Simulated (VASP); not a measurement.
Here is a VASP 6.6.1 calculation.

The input INCAR:

```
PREC = Accurate ; ENCUT = 520
EDIFF = 1E-6 ; ISMEAR = -1
SIGMA = 0.01 ; LREAL = F
LASPH = T ; NELM = 100
ALGO = Normal ; ISIF = 2
LWAVE = F ; LCHARG = T
GGA = PE ; LELF = T
LVHAR = T ; NBANDS = 27
```

Contents of KPOINTS:

```
regular mesh
0
Gamma
  7 7 7
```

POSCAR

```
InSe
1.0
    1.9999996503      1.1547003365      8.5661701000
   -1.9999996503      1.1547003365      8.5661701000
    0.0000000000     -2.3094006730      8.5661701000
In Se
2 2
Direct
    0.0000000000      0.0000000000      0.0000000000
    0.1122000000      0.1122000000      0.1122000000
    0.6155000000      0.6155000000      0.6155000000
    0.8300000000      0.8300000000      0.8300000000
```

Potentials or basis: VASP PAW PBE potentials, release 64 (In_d, Se).

Command:

```console
$ cat potpaw_PBE.64/In_d/POTCAR potpaw_PBE.64/Se/POTCAR > POTCAR
$ mpirun -np 1 vasp_std > vasp.out
```

(1) Predict the pressure.

(2) Predict the largest force.

(3) Estimate the band gap on the k mesh.

Results:

(1) 1.4 GPa.

(2) 0.335 eV/Å.

(3) 0.77 eV (least direct gap 0.79 eV).

Caveat: the cell differs from its parent crystal (zz strain of +3 %); spin-orbit coupling is left out, which moves the levels of the heavy elements.
